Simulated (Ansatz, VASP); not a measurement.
**ScSi2 in VASP and in Ansatz**

File INCAR:

```
SYSTEM = ScSi2
PREC = Accurate
ENCUT = 520
EDIFF = 1E-6
ISMEAR = -1
SIGMA = 0.05
LREAL = .FALSE.
LASPH = .TRUE.
NELM = 100
ALGO = Normal
ISIF = 2
LWAVE = .FALSE.
LCHARG = .FALSE.
GGA = PS
NBANDS = 16
```

Contents of KPOINTS:

```
regular mesh
0
G
  13 13 11
  0 0 0
```

Contents of POSCAR:

```
ScSi2
1.0
    3.6599987106      0.0000000000      0.0000000000
   -1.8299993553      3.1696518612      0.0000000000
    0.0000000000      0.0000000000      3.8700000000
Sc Si
1 2
Direct
    0.0000000000      0.0000000000      0.0000000000
    0.3333333333      0.6666666667      0.5000000000
    0.6666666667      0.3333333333      0.5000000000
```

Input for Ansatz:

```yaml
crystal:
  lattice:
    - [3.6599987106, 0.0, 0.0]
    - [-1.8299993553, 3.1696518612, 0.0]
    - [0.0, 0.0, 3.87]
  atoms:
    - { symbol: Sc, position: [0.0, 0.0, 0.0] }
    - { symbol: Si, position: [0.3333333333, 0.6666666667, 0.5] }
    - { symbol: Si, position: [0.6666666667, 0.3333333333, 0.5] }
kpoints:
  mp_grid: { grid: [13, 13, 11] }
  band_path:
    path:
      - [0.0, 0.0, 0.0]
      - [0.5, 0.0, 0.0]
      - [0.3333333333, 0.3333333333, 0.0]
      - [0.0, 0.0, 0.0]
      - [0.0, 0.0, 0.5]
      - [0.5, 0.0, 0.5]
      - [0.3333333333, 0.3333333333, 0.5]
      - [0.0, 0.0, 0.5]
      - [0.5, 0.0, 0.5]
    npoints: 14
scf:
  occupations: { method: fermi_dirac, width: 0.05 }
hamiltonian:
  xc: pbesol
  pseudopotentials: { kind: all_electron, lapw: { basis_error: 0.001 } }
output:
  forces: true
  stress: true
  eigenvalues: true
  fatbands: true
  populations: true
  dos: { projected: true, de: 0.2, e_range: [-14, 8] }
```

Alike in both runs: task single point; functional PBEsol; k mesh 13 × 13 × 11; occupations fermi-dirac, width 0.05 eV; no spin polarisation.

|  | VASP | Ansatz |
| --- | --- | --- |
| version | VASP 6.6.1 | Ansatz 0.2.0 |
| potentials or method | VASP PAW PBE potentials, release 64 (Sc_sv, Si), cutoff 520 eV | all-electron LAPW, scalar-relativistic |

```tsv
	VASP	Ansatz	Ansatz less VASP
pressure (GPa)	22.1	21.7	-0.41
traceless stress, the component that is largest in VASP (GPa)	-24.62	-24.48	+0.142
```

VASP's potentials were made for PBE, not for PBEsol. Ansatz ran all-electron here, and VASP with PAW potentials.
